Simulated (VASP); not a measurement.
# Hf (Fd-3m) in VASP: notebook

Runs on Hf. Level: LDA. Tasks: single point.

All numbers are computed with VASP 6.6.1; they aren't measurements. Logs are shortened: lines on timing, memory, paths and dates and some standing lists are left out, and cuts for length are marked.

## 1. The cell of the first run

Symmetry: Fd-3m, No. 227, cubic system. Conventional cell: a = 6.226 Å, b = 6.226 Å, c = 6.226 Å, α = 90.00°, β = 90.00°, γ = 90.00°. Within 3.6 Å of Hf (site symmetry -43m) lie 4 Hf at 2.70 Å.

## 2. Single point, LDA

The input, INCAR:

```
PREC = Accurate
ENCUT = 520
EDIFF = 1E-7
ISMEAR = -1
SIGMA = 0.1
LREAL = F
LASPH = T
NELM = 60
ALGO = Normal
ISIF = 2
LWAVE = F
LCHARG = F
GGA = CA
NBANDS = 17
```

The input, KPOINTS:

```
regular mesh
0
Gamma
  14 14 14
```

The input, POSCAR:

```
Hf
1.0
    0.0000000000      3.1128363335      3.1128363335
    3.1128363335      0.0000000000      3.1128363335
    3.1128363335      3.1128363335      0.0000000000
Hf
2
Direct
    0.1250000000      0.1250000000      0.1250000000
    0.8750000000      0.8750000000      0.8750000000
```

Potentials or basis: VASP PAW LDA potentials, release 64 (Hf_pv).

Started as:

```bash
$ cat potpaw_LDA.64/Hf_pv/POTCAR > POTCAR
$ mpirun -np 1 vasp_std > vasp.out
```

OUTCAR:

```text
PREC = Accurate
   ENCUT = 520
   EDIFF = 1E-7
   ISMEAR = -1
   LREAL = F
   LASPH = T
   NELM = 60
   ISIF = 2
   GGA = CA

 ion  position               nearest neighbor table
   1  0.125  0.125  0.125-   2 2.70   2 2.70   2 2.70   2 2.70
   2  0.875  0.875  0.875-   1 2.70   1 2.70   1 2.70   1 2.70

  LATTYP: Found a face centered cubic cell.
 ALAT       =     6.2256726670

  Lattice vectors:

 A1 = (   0.0000000000,   3.1128363335,   3.1128363335)
 A2 = (   3.1128363335,   0.0000000000,   3.1128363335)
 A3 = (   3.1128363335,   3.1128363335,   0.0000000000)

Analysis of symmetry for initial positions (statically):
=====================================================================
 Subroutine PRICEL returns:
 Original cell was already a primitive cell.

 Routine SETGRP: Setting up the symmetry group for a
 face centered cubic supercell.

 Subroutine GETGRP returns: Found 48 space group operations
 (whereof 12 operations were pure point group operations)
 out of a pool of 48 trial point group operations.

The static configuration has the point symmetry D_3d.
 The point group associated with its full space group is O_h .

Analysis of symmetry for dynamics (positions and initial velocities):
=====================================================================
 Subroutine PRICEL returns:
 Original cell was already a primitive cell.

 Routine SETGRP: Setting up the symmetry group for a
 face centered cubic supercell.

 Subroutine GETGRP returns: Found 48 space group operations
 (whereof 12 operations were pure point group operations)
 out of a pool of 48 trial point group operations.

The dynamic configuration has the point symmetry D_3d.
 The point group associated with its full space group is O_h .

 Subroutine INISYM returns: Found 48 space group operations
 (whereof 12 operations are pure point group operations),
 and found     1 'primitive' translations

----------------------------------------------------------------------------------------

                                     Primitive cell

  volume of cell :      60.3252

  direct lattice vectors                    reciprocal lattice vectors
     0.000000000  3.112836334  3.112836334    -0.160625213  0.160625213  0.160625213
     3.112836334  0.000000000  3.112836334     0.160625213 -0.160625213  0.160625213
     3.112836334  3.112836334  0.000000000     0.160625213  0.160625213 -0.160625213

  length of vectors
     4.402215360  4.402215360  4.402215360     0.278211030  0.278211030  0.278211030

  position of ions in fractional coordinates (direct lattice)
     0.125000000  0.125000000  0.125000000
     0.875000000  0.875000000  0.875000000

  ion indices of the primitive-cell ions
   primitive index   ion index
                 1           1
                 2           2

----------------------------------------------------------------------------------------

 KPOINTS: regular mesh

Automatic generation of k-mesh.
 Grid dimensions read from file:
 generate k-points for:   14   14   14

 Generating k-lattice:

  Cartesian coordinates                     Fractional coordinates (reciprocal lattice)
    -0.011473230  0.011473230  0.011473230     0.071428571  0.000000000  0.000000000
     0.011473230 -0.011473230  0.011473230     0.000000000  0.071428571  0.000000000
     0.011473230  0.011473230 -0.011473230     0.000000000  0.000000000  0.071428571

  Length of vectors
     0.019872216  0.019872216  0.019872216

  Shift w.r.t. Gamma in fractional coordinates (k-lattice)
     0.000000000  0.000000000  0.000000000

 Subroutine IBZKPT returns following result:
 ===========================================

 Found    104 irreducible k-points:

 Following reciprocal coordinates:
            Coordinates               Weight
  0.000000  0.000000  0.000000      1.000000
  0.071429  0.000000  0.000000      8.000000
  0.142857  0.000000  0.000000      8.000000
  0.214286  0.000000  0.000000      8.000000
  0.285714  0.000000  0.000000      8.000000
  0.357143  0.000000  0.000000      8.000000
[... 16 lines left out ...]
  0.214286  0.142857  0.000000     24.000000
  0.285714  0.142857  0.000000     24.000000
 [... further k-points ...]
   k-points           NKPTS =    104   k-points in BZ     NKDIM =    104   number of bands    NBANDS=     17
   number of dos      NEDOS =    301   number of ions     NIONS =      2
   total plane-waves  NPLWV =  46656
   dimension x,y,z NGX =    36 NGY =   36 NGZ =   36
   dimension x,y,z NGXF=    72 NGYF=   72 NGZF=   72
   ions per type =               2
   NGX,Y,Z   is equivalent  to a cutoff of  13.60, 13.60, 13.60 a.u.
   NGXF,Y,Z  is equivalent  to a cutoff of  27.19, 27.19, 27.19 a.u.
 SYSTEM =  unknown system
   PREC   = accura    normal or accurate (medium, high low for compatibility)
   ISTART =      0    job   : 0-new  1-cont  2-samecut
   ICHARG =      2    charge: 1-file 2-atom 10-const
   ISPIN  =      1    spin polarized calculation?
   LNONCOLLINEAR =      F non collinear calculations
   LSORBIT =      F    spin-orbit coupling
   LASPH  =      T    aspherical Exc in radial PAW
   ENCUT  =  520.0 eV  38.22 Ry    6.18 a.u.   8.19  8.19  8.19*2*pi/ulx,y,z
   NELM   =     60;   NELMIN=  2; NELMDL= -5     # of ELM steps
   EDIFF  = 0.1E-06   stopping-criterion for ELM
   LREAL  =      F    real-space projection
   EDIFFG = 0.1E-05   stopping-criterion for IOM
   NSW    =      0    number of steps for IOM
   IBRION =     -1    ionic relax: 0-MD 1-quasi-New 2-CG
   NFREE  =      0    steps in history (QN), initial steepest desc. (CG)
   ISIF   =      2    stress and relaxation
   ISYM   =      2    0-nonsym 1-usesym 2-fastsym
   POTIM  = 0.5000    time-step for ionic-motion
   TEBEG  =    0.0;   TEEND  =   0.0 temperature during run
   PSTRESS=    0.0 pullay stress
   NELECT =      20.0000    total number of electrons
   NUPDOWN=      -1.0000    fix difference up-down
   EMIN   =  10.00;   EMAX   =-10.00  energy-range for DOS
   EFERMI =   0.00;   METHOD = LEGACY
   ISMEAR =    -1;   SIGMA  =   0.10  broadening in eV -4-tet -1-fermi 0-gaus
   EFERMI_NEDOS =   21; number of points for ismear=-14 and -15
   IALGO  =     38    algorithm
   IMIX   =      4    mixing-type and parameters
     AMIX     =   0.40;   BMIX     =  1.00
     AMIX_MAG =   1.60;   BMIX_MAG =  1.00
  volume/ion in A,a.u.               =      30.16       203.55
  Fermi-wavevector in a.u.,A,eV,Ry     =   1.133057  2.141168 17.467416  1.283819
  Thomas-Fermi vector in A             =   2.269759
   LORBIT       =      0    0 simple, 1 ext, 2 COOP (PROOUT), +10 PAW based schemes
   GGA     = CA    functional components
   LHFCALC =     F    Hartree Fock is set to
   AEXX    =    0.0000 exact exchange contribution
   IVDW    =     0    specifies the selected vdW correction
   LEPSILON=     F    determine dielectric tensor
   LRPA    =     F    only Hartree local field effects (RPA)
 non-spin polarized calculation
  energy-cutoff  :      520.00
  volume of cell :       60.33
 maximum number of plane-waves:      1641
 NGX is ok and might be reduce to    36
   NGX = 17   NGY = 17   NGZ = 17

 number of electron      20.0000002 magnetization

 Free energy of the ion-electron system (eV)
  ---------------------------------------------------
  ext. energy  EPLUGINS =         0.00000000
  ---------------------------------------------------
  free energy    TOTEN  =       -16.01222486 eV

  energy without entropy =      -15.86589974  energy(sigma->0) =      -15.93906230

 E-fermi :   2.1645     XC(G=0):  -9.8424

 val. band max:        2.1593715520   @ k =   0.2857   0.0714   0.0000
 cond. band min:       2.1689405251   @ k =   0.5000   0.3571   0.1429
 fundamental gap:      0.0095689731
 Fermi energy:         2.1644800422

 k-point     1 :       0.0000    0.0000    0.0000
  band No.  band energies     occupation
      1     -28.6302      2.00000
      2     -28.6302      2.00000
      3     -28.6302      2.00000
      4     -27.7481      2.00000
      5     -27.7481      2.00000
      6     -27.7481      2.00000
[... 9 lines left out ...]
     16       8.6449      0.00000
     17       8.6449      0.00000

 k-point     2 :       0.0714    0.0000    0.0000
  band No.  band energies     occupation
      1     -28.6356      2.00000
      2     -28.6356      2.00000
      3     -28.6298      2.00000
      4     -27.7494      2.00000
      5     -27.7422      2.00000
      6     -27.7422      2.00000
[... 9 lines left out ...]
     16       8.6211      0.00000
     17       8.6211      0.00000

 k-point     3 :       0.1429    0.0000    0.0000
  band No.  band energies     occupation
      1     -28.6505      2.00000
      2     -28.6505      2.00000
      3     -28.6288      2.00000
      4     -27.7529      2.00000
      5     -27.7261      2.00000
      6     -27.7261      2.00000
[... 9 lines left out ...]
     16       8.5459      0.00000
     17       8.5459      0.00000

 k-point     4 :       0.2143    0.0000    0.0000
  band No.  band energies     occupation
      1     -28.6712      2.00000
      2     -28.6712      2.00000
      3     -28.6277      2.00000
      4     -27.7577      2.00000
      5     -27.7038      2.00000
      6     -27.7038      2.00000
[... 9 lines left out ...]
     16       8.4072      0.00000
     17       8.4072      0.00000
[... 343 lines left out ...]
      1     -28.6742      2.00000
      2     -28.6742      2.00000
      3     -28.5890      2.00000
      4     -27.7961      2.00000
      5     -27.7009      2.00000
      6     -27.7009      2.00000
[... 9 lines left out ...]
     16       8.0896      0.00000
     17       8.8148      0.00000

 k-point    23 :       0.2143    0.1429    0.0000
  band No.  band energies     occupation
      1     -28.6959      2.00000
      2     -28.6955      2.00000
      3     -28.5703      2.00000
      4     -27.8178      2.00000
      5     -27.6780      2.00000
      6     -27.6779      2.00000
[... 9 lines left out ...]
     16       7.8163      0.00000
     17       8.8125      0.00000

 k-point    24 :       0.2857    0.1429    0.0000
  band No.  band energies     occupation
      1     -28.7213      2.00000
      2     -28.7172      2.00000
      3     -28.5540      2.00000
      4     -27.8368      2.00000
      5     -27.6543      2.00000
      6     -27.6521      2.00000
[... 9 lines left out ...]
     16       7.5247      0.00000
     17       8.7195      0.00000

 [... further k-points ...]
[... 5 lines left out ...]
  --------------------------------------------------------------------------------------
  -------------------------------------------------------------------------------------
  Total       -0.0985840     -0.0985840     -0.0985840     -0.0000000      0.0000000      0.0000000
  in kB       -2.6182920     -2.6182920     -2.6182920     -0.0000000      0.0000000      0.0000000
  external PRESSURE =      -2.6182920 kB  Pullay stress =       0.0000000 kB

 VOLUME and BASIS-vectors are now :
 -----------------------------------------------------------------------------
  energy-cutoff  :      520.00
  volume of cell :       60.33
      direct lattice vectors                 reciprocal lattice vectors
     0.000000000  3.112836334  3.112836334    -0.160625213  0.160625213  0.160625213
     3.112836334  0.000000000  3.112836334     0.160625213 -0.160625213  0.160625213
     3.112836334  3.112836334  0.000000000     0.160625213  0.160625213 -0.160625213

 POSITION                                       TOTAL-FORCE (eV/Angst)
 -----------------------------------------------------------------------------------
      0.77821      0.77821      0.77821         0.000000      0.000000      0.000000
      5.44746      5.44746      5.44746        -0.000000     -0.000000     -0.000000
 -----------------------------------------------------------------------------------
    total drift:                                0.000000      0.000000      0.000000

  FREE ENERGIE OF THE ION-ELECTRON SYSTEM (eV)
  ---------------------------------------------------
  free  energy   TOTEN  =       -16.0122248593 eV

  energy  without entropy=      -15.8658997351  energy(sigma->0) =      -15.93906230
```

Run time: 68 s. Hardware: 1 thread of Intel Xeon 6975P-C (Granite Rapids), shared host; peak memory 0.22 GiB.

What came out:

| Quantity | Value |
| --- | --- |
| Free energy | -16.0122 eV |
| Pressure | -0.3 GPa |
| Band gap on the k mesh | zero (band 10 reaches 2.48 eV, above the bottom of band 11 at 1.80 eV) |

Caveat: spin-orbit coupling is left out, which moves the levels of the heavy elements.

## 3. Single point, LDA, non-collinear spin, zero start, spin-orbit coupling

The input, INCAR:

```
SYSTEM = Hf
ALGO = Normal ; EDIFF = 1E-6
ENCUT = 520 ; GGA = CA
GGA_COMPAT = .False. ; ISIF = 2
ISMEAR = -1 ; LASPH = .True.
LCHARG = .True. ; LMAXMIX = 4
LNONCOLLINEAR = .True. ; LORBIT = 11
LORBMOM = .True. ; LREAL = .False.
LSORBIT = .True. ; LVHAR = .True.
LWAVE = .False. ; MAGMOM = 0 0 0 0 0 0
NBANDS = 32 ; NELM = 150
PREC = Accurate ; SIGMA = 0.1
```

The input, KPOINTS:

```
k-points
0
Gamma
  9 9 9
  0 0 0
```

POSCAR is that of step 2.

Potentials or basis: VASP PAW LDA potentials, release 64 (Hf_pv).

Started as:

```bash
$ cat potpaw_LDA.64/Hf_pv/POTCAR > POTCAR
$ mpirun -np 1 vasp_ncl > vasp.out
```

It took 2 min on 1 thread of Intel Xeon 6975P-C (Granite Rapids), shared host; peak memory 0.33 GiB.

Results (log left out):

* Free energy: -17.4815 eV
* Pressure: -0.5 GPa
* Net moment: 0.00 μB per cell
* Valence electrons inside the program's atomic spheres: Hf 8.49

Moments on the atoms (μB; x, y, z):
```
Hf  0.00 0.00 0.00
Hf  0.00 0.00 0.00
```
